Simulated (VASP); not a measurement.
# NaF (Fm-3m) in VASP: further runs

The runs below take NaF through single point, with PBEsol.

Everything below comes from runs of VASP 6.6.1. Logs are shortened: lines on timing, memory, paths and dates and some standing lists are left out, and cuts for length are marked.

### 1 The cell of the first run

Symmetry: Fm-3m, No. 225, cubic system. Conventional cell: a = 4.446 Å, b = 4.446 Å, c = 4.446 Å, α = 90.00°, β = 90.00°, γ = 90.00°. Within 2.9 Å of Na (site symmetry m-3m) lie 6 F at 2.22 Å. Within 2.9 Å of F (site symmetry m-3m) lie 6 Na at 2.22 Å.

### 2 Single point, PBEsol

File INCAR:

```
  PREC = Accurate
  ENCUT = 600
  EDIFF = 1E-6
  ISMEAR = 0
  SIGMA = 0.01
  LREAL = False
  LASPH = True
  NELM = 120
  ALGO = Normal
  ISIF = 2
  LWAVE = False
  LCHARG = True
  GGA = PS
  LELF = True
  LVHAR = True
  NBANDS = 14
  GGA_COMPAT = False
```

File KPOINTS:

```
regular mesh
0
Gamma
  8 8 8
```

File POSCAR:

```
NaF
1.0
    0.0000000000      2.2232188137      2.2232188137
    2.2232188137      0.0000000000      2.2232188137
    2.2232188137      2.2232188137      0.0000000000
Na F
1 1
Direct
    0.0000000000      0.0000000000      0.0000000000
    0.5000000000      0.5000000000      0.5000000000
```

Potentials or basis: VASP PAW PBE potentials, release 64 (Na_pv, F).

Started as:

```bash
$ cat potpaw_PBE.64/Na_pv/POTCAR potpaw_PBE.64/F/POTCAR > POTCAR
$ mpirun -np 1 vasp_std > vasp.out
```

OUTCAR:

```text
PREC = Accurate
   ENCUT = 600
   EDIFF = 1E-6
   ISMEAR = 0
   LREAL = False
   LASPH = True
   NELM = 120
   ISIF = 2
   GGA = PS

 ion  position               nearest neighbor table
   1  0.000  0.000  0.000-   2 2.22   2 2.22   2 2.22   2 2.22   2 2.22   2 2.22
   2  0.500  0.500  0.500-   1 2.22   1 2.22   1 2.22   1 2.22   1 2.22   1 2.22

  LATTYP: Found a face centered cubic cell.
 ALAT       =     4.4464376274

  Lattice vectors:

 A1 = (   0.0000000000,   2.2232188137,   2.2232188137)
 A2 = (   2.2232188137,   0.0000000000,   2.2232188137)
 A3 = (   2.2232188137,   2.2232188137,   0.0000000000)

Analysis of symmetry for initial positions (statically):
=====================================================================
 Subroutine PRICEL returns:
 Original cell was already a primitive cell.

 Routine SETGRP: Setting up the symmetry group for a
 face centered cubic supercell.

 Subroutine GETGRP returns: Found 48 space group operations
 (whereof 48 operations were pure point group operations)
 out of a pool of 48 trial point group operations.

The static configuration has the point symmetry O_h .

Analysis of symmetry for dynamics (positions and initial velocities):
=====================================================================
 Subroutine PRICEL returns:
 Original cell was already a primitive cell.

 Routine SETGRP: Setting up the symmetry group for a
 face centered cubic supercell.

 Subroutine GETGRP returns: Found 48 space group operations
 (whereof 48 operations were pure point group operations)
 out of a pool of 48 trial point group operations.

The dynamic configuration has the point symmetry O_h .

 Subroutine INISYM returns: Found 48 space group operations
 (whereof 48 operations are pure point group operations),
 and found     1 'primitive' translations

----------------------------------------------------------------------------------------

                                     Primitive cell

  volume of cell :      21.9774

  direct lattice vectors                    reciprocal lattice vectors
     0.000000000  2.223218814  2.223218814    -0.224899140  0.224899140  0.224899140
     2.223218814  0.000000000  2.223218814     0.224899140 -0.224899140  0.224899140
     2.223218814  2.223218814  0.000000000     0.224899140  0.224899140 -0.224899140

  length of vectors
     3.144106198  3.144106198  3.144106198     0.389536738  0.389536738  0.389536738

  position of ions in fractional coordinates (direct lattice)
     0.000000000  0.000000000  0.000000000
     0.500000000  0.500000000  0.500000000

  ion indices of the primitive-cell ions
   primitive index   ion index
                 1           1
                 2           2

----------------------------------------------------------------------------------------

 KPOINTS: regular mesh

Automatic generation of k-mesh.
 Grid dimensions read from file:
 generate k-points for:    8    8    8

 Generating k-lattice:

  Cartesian coordinates                     Fractional coordinates (reciprocal lattice)
    -0.028112393  0.028112393  0.028112393     0.125000000  0.000000000  0.000000000
     0.028112393 -0.028112393  0.028112393     0.000000000  0.125000000  0.000000000
     0.028112393  0.028112393 -0.028112393     0.000000000  0.000000000  0.125000000

  Length of vectors
     0.048692092  0.048692092  0.048692092

  Shift w.r.t. Gamma in fractional coordinates (k-lattice)
     0.000000000  0.000000000  0.000000000

 Subroutine IBZKPT returns following result:
 ===========================================

 Found     29 irreducible k-points:

 Following reciprocal coordinates:
            Coordinates               Weight
  0.000000  0.000000  0.000000      1.000000
  0.125000  0.000000  0.000000      8.000000
  0.250000  0.000000  0.000000      8.000000
  0.375000  0.000000  0.000000      8.000000
  0.500000  0.000000  0.000000      4.000000
  0.125000  0.125000  0.000000      6.000000
[... 16 lines left out ...]
  0.500000  0.250000  0.125000     48.000000
 -0.375000  0.250000  0.125000     24.000000
 [... further k-points ...]
   k-points           NKPTS =     29   k-points in BZ     NKDIM =     29   number of bands    NBANDS=     14
   number of dos      NEDOS =    301   number of ions     NIONS =      2
   total plane-waves  NPLWV =  21952
   dimension x,y,z NGX =    28 NGY =   28 NGZ =   28
   dimension x,y,z NGXF=    56 NGYF=   56 NGZF=   56
   ions per type =               1   1
   NGX,Y,Z   is equivalent  to a cutoff of  14.81, 14.81, 14.81 a.u.
   NGXF,Y,Z  is equivalent  to a cutoff of  29.61, 29.61, 29.61 a.u.
 SYSTEM =  unknown system
   PREC   = accura    normal or accurate (medium, high low for compatibility)
   ISTART =      0    job   : 0-new  1-cont  2-samecut
   ICHARG =      2    charge: 1-file 2-atom 10-const
   ISPIN  =      1    spin polarized calculation?
   LNONCOLLINEAR =      F non collinear calculations
   LSORBIT =      F    spin-orbit coupling
   LASPH  =      T    aspherical Exc in radial PAW
   ENCUT  =  600.0 eV  44.10 Ry    6.64 a.u.   6.28  6.28  6.28*2*pi/ulx,y,z
   NELM   =    120;   NELMIN=  2; NELMDL= -5     # of ELM steps
   EDIFF  = 0.1E-05   stopping-criterion for ELM
   LREAL  =      F    real-space projection
   EDIFFG = 0.1E-04   stopping-criterion for IOM
   NSW    =      0    number of steps for IOM
   IBRION =     -1    ionic relax: 0-MD 1-quasi-New 2-CG
   NFREE  =      0    steps in history (QN), initial steepest desc. (CG)
   ISIF   =      2    stress and relaxation
   ISYM   =      2    0-nonsym 1-usesym 2-fastsym
   POTIM  = 0.5000    time-step for ionic-motion
   TEBEG  =    0.0;   TEEND  =   0.0 temperature during run
   PSTRESS=    0.0 pullay stress
   NELECT =      14.0000    total number of electrons
   NUPDOWN=      -1.0000    fix difference up-down
   EMIN   =  10.00;   EMAX   =-10.00  energy-range for DOS
   EFERMI =   0.00;   METHOD = LEGACY
   ISMEAR =     0;   SIGMA  =   0.01  broadening in eV -4-tet -1-fermi 0-gaus
   EFERMI_NEDOS =   21; number of points for ismear=-14 and -15
   IALGO  =     38    algorithm
   IMIX   =      4    mixing-type and parameters
     AMIX     =   0.40;   BMIX     =  1.00
     AMIX_MAG =   1.60;   BMIX_MAG =  1.00
  volume/ion in A,a.u.               =      10.99        74.16
  Fermi-wavevector in a.u.,A,eV,Ry     =   1.408614  2.661894 26.996586  1.984193
  Thomas-Fermi vector in A             =   2.530754
   LORBIT       =      0    0 simple, 1 ext, 2 COOP (PROOUT), +10 PAW based schemes
   GGA     = PS    functional components
   LHFCALC =     F    Hartree Fock is set to
   AEXX    =    0.0000 exact exchange contribution
   IVDW    =     0    specifies the selected vdW correction
   LEPSILON=     F    determine dielectric tensor
   LRPA    =     F    only Hartree local field effects (RPA)
 non-spin polarized calculation
 Gauss-broadening in eV      SIGMA  =   0.01
  energy-cutoff  :      600.00
  volume of cell :       21.98
 maximum number of plane-waves:       754
 NGX is ok and might be reduce to    28
   NGX = 13   NGY = 13   NGZ = 13

 number of electron      14.0000003 magnetization

 Free energy of the ion-electron system (eV)
  ---------------------------------------------------
  ext. energy  EPLUGINS =         0.00000000
  ---------------------------------------------------
  free energy    TOTEN  =        -8.70359918 eV

  energy without entropy =       -8.70359918  energy(sigma->0) =       -8.70359918

 E-fermi :  -1.4698     XC(G=0):  -9.9704

 val. band max:       -1.5927145165   @ k =   0.0000   0.0000   0.0000
 cond. band min:       5.2663855266   @ k =   0.0000   0.0000   0.0000
 fundamental gap:      6.8591000431
 Fermi energy:        -1.4697882923

 k-point     1 :       0.0000    0.0000    0.0000
  band No.  band energies     occupation
      1     -20.8872      2.00000
      2     -20.0136      2.00000
      3     -20.0136      2.00000
      4     -20.0136      2.00000
      5      -1.5927      2.00000
      6      -1.5927      2.00000
      7      -1.5927      2.00000
      8       5.2664      0.00000
      9      18.1171      0.00000
     10      18.1171      0.00000
     11      18.1171      0.00000
     12      21.0681      0.00000
     13      23.6023      0.00000
     14      23.6023      0.00000

 k-point     2 :       0.1250    0.0000    0.0000
  band No.  band energies     occupation
      1     -21.0176      2.00000
      2     -20.0161      2.00000
      3     -20.0161      2.00000
      4     -19.8546      2.00000
      5      -1.9481      2.00000
      6      -1.6425      2.00000
      7      -1.6425      2.00000
      8       5.8653      0.00000
      9      16.2739      0.00000
     10      18.4106      0.00000
     11      18.4106      0.00000
     12      23.1214      0.00000
     13      23.1214      0.00000
     14      23.2837      0.00000

 k-point     3 :       0.2500    0.0000    0.0000
  band No.  band energies     occupation
      1     -21.2368      2.00000
      2     -20.0221      2.00000
      3     -20.0221      2.00000
      4     -19.5651      2.00000
      5      -2.6711      2.00000
      6      -1.7608      2.00000
      7      -1.7608      2.00000
      8       7.2748      0.00000
      9      14.1704      0.00000
     10      19.0982      0.00000
     11      19.0982      0.00000
     12      22.5076      0.00000
     13      22.5076      0.00000
     14      24.5515      0.00000

 k-point     4 :       0.3750    0.0000    0.0000
  band No.  band energies     occupation
      1     -21.3972      2.00000
      2     -20.0280      2.00000
      3     -20.0280      2.00000
      4     -19.3324      2.00000
      5      -3.2787      2.00000
      6      -1.8764      2.00000
      7      -1.8764      2.00000
      8       8.8587      0.00000
      9      12.6206      0.00000
     10      19.6246      0.00000
     11      19.6246      0.00000
     12      22.4995      0.00000
     13      22.4995      0.00000
     14      24.1278      0.00000

 k-point     5 :       0.5000    0.0000    0.0000
  band No.  band energies     occupation
      1     -21.4542      2.00000
      2     -20.0305      2.00000
      3     -20.0305      2.00000
      4     -19.2449      2.00000
      5      -3.5083      2.00000
      6      -1.9238      2.00000
      7      -1.9238      2.00000
      8       9.7826      0.00000
      9      11.8124      0.00000
     10      19.7439      0.00000
     11      19.7439      0.00000
[... 276 lines left out ...]
 k-point    22 :       0.3750    0.2500    0.1250
  band No.  band energies     occupation
      1     -21.1982      2.00000
      2     -20.0709      2.00000
      3     -20.0348      2.00000
      4     -19.5483      2.00000
      5      -2.8386      2.00000
      6      -1.9756      2.00000
      7      -1.8615      2.00000
      8       8.3657      0.00000
      9      13.4507      0.00000
     10      17.9835      0.00000
     11      19.6715      0.00000
     12      19.9025      0.00000
     13      24.1023      0.00000
     14      27.8320      0.00000

 k-point    23 :       0.5000    0.2500    0.1250
  band No.  band energies     occupation
      1     -21.2302      2.00000
      2     -20.0943      2.00000
      3     -20.0499      2.00000
      4     -19.4623      2.00000
      5      -3.0789      2.00000
      6      -2.1956      2.00000
      7      -1.9682      2.00000
      8       9.8576      0.00000
      9      12.5925      0.00000
     10      17.0945      0.00000
     11      19.0290      0.00000
     12      21.1802      0.00000
     13      23.4725      0.00000
     14      28.1535      0.00000

 k-point    24 :      -0.3750    0.2500    0.1250
  band No.  band energies     occupation
      1     -21.2415      2.00000
      2     -20.0989      2.00000
      3     -20.0617      2.00000
      4     -19.4284      2.00000
      5      -3.1634      2.00000
      6      -2.2924      2.00000
      7      -2.0139      2.00000
      8      10.8427      0.00000
      9      11.9703      0.00000
     10      16.7573      0.00000
     11      18.7378      0.00000
     12      21.8675      0.00000
     13      23.0516      0.00000
     14      28.3317      0.00000

 [... further k-points ...]
[... 5 lines left out ...]
  --------------------------------------------------------------------------------------
  -------------------------------------------------------------------------------------
  Total        1.0662273      1.0662273      1.0662273      0.0000000      0.0000000      0.0000000
  in kB       77.7291233     77.7291233     77.7291233      0.0000000      0.0000000      0.0000000
  external PRESSURE =      77.7291233 kB  Pullay stress =       0.0000000 kB

 VOLUME and BASIS-vectors are now :
 -----------------------------------------------------------------------------
  energy-cutoff  :      600.00
  volume of cell :       21.98
      direct lattice vectors                 reciprocal lattice vectors
     0.000000000  2.223218814  2.223218814    -0.224899140  0.224899140  0.224899140
     2.223218814  0.000000000  2.223218814     0.224899140 -0.224899140  0.224899140
     2.223218814  2.223218814  0.000000000     0.224899140  0.224899140 -0.224899140

 POSITION                                       TOTAL-FORCE (eV/Angst)
 -----------------------------------------------------------------------------------
      0.00000      0.00000      0.00000         0.000000      0.000000      0.000000
      2.22322      2.22322      2.22322        -0.000000      0.000000     -0.000000
 -----------------------------------------------------------------------------------
    total drift:                                0.000000      0.000000      0.000000

  FREE ENERGIE OF THE ION-ELECTRON SYSTEM (eV)
  ---------------------------------------------------
  free  energy   TOTEN  =        -8.7035991791 eV

  energy  without entropy=       -8.7035991791  energy(sigma->0) =       -8.70359918
```

It took 29 s on 1 thread of AMD EPYC 7R43 (Zen 3), shared host; peak memory 0.11 GiB.

Results:

```
Free energy            : -8.7036 eV
Pressure               : 7.8 GPa
Band gap on the k mesh : 6.86 eV
```

Caveat: the cell stands under pressure; the PAW data sets were made with another functional, which shifts forces and pressure a little.

### 3 Single point, PBEsol

This run uses another cell than the first one, of 11.49 Å³/atom.

File INCAR:

```
SYSTEM = NaF
PREC = Accurate
ENCUT = 600
EDIFF = 1E-6
ISMEAR = 0
SIGMA = 0.01
LREAL = .False.
LASPH = .True.
NELM = 120
ALGO = Normal
ISIF = 2
LWAVE = .False.
LCHARG = .False.
GGA = PS
NBANDS = 14
GGA_COMPAT = .False.
```

File KPOINTS:

```
Automatic mesh
0
Gamma
  8 8 8
  0 0 0
```

File POSCAR:

```
NaF
1.0
    0.0000000000      2.2564060768      2.2564060768
    2.2564060768      0.0000000000      2.2564060768
    2.2564060768      2.2564060768      0.0000000000
Na F
1 1
Direct
    0.0000000000      0.0000000000      0.0000000000
    0.5000000000      0.5000000000      0.5000000000
```

Potentials or basis: VASP PAW PBE potentials, release 64 (Na_pv, F).

Started as:

```bash
$ cat potpaw_PBE.64/Na_pv/POTCAR potpaw_PBE.64/F/POTCAR > POTCAR
$ mpirun -np 1 vasp_std > vasp.out
```

Run time: 26 s. Hardware: 1 thread of AMD EPYC 7R43 (Zen 3), shared host; peak memory 0.11 GiB.

The run converged. Its results:

| Quantity | Value |
| --- | --- |
| Free energy | -8.7437 eV |
| Pressure | 4.4 GPa |
| Band gap on the k mesh | 6.60 eV |

Levels at points of the mesh, in eV from the valence-band top:
| k point | band 4 | band 5 | band 6 | band 7 | band 8 | band 9 | band 10 | band 11 |
| --- | --- | --- | --- | --- | --- | --- | --- | --- |
| (0.00, 0.00, 0.00) | -18.54 | 0.00 | 0.00 | 0.00 | 6.60 | 19.40 | 19.40 | 19.40 |
| (0.50, 0.00, 0.00) | -17.79 | -1.80 | -0.30 | -0.30 | 11.09 | 13.01 | 20.84 | 20.84 |
| (0.50, 0.50, 0.00) | -18.61 | -1.43 | -0.45 | -0.45 | 13.35 | 13.64 | 14.32 | 20.69 |

Caveat: the cell stands under pressure; the PAW data sets were made with another functional, which shifts forces and pressure a little.

[end of part 1 of 2]
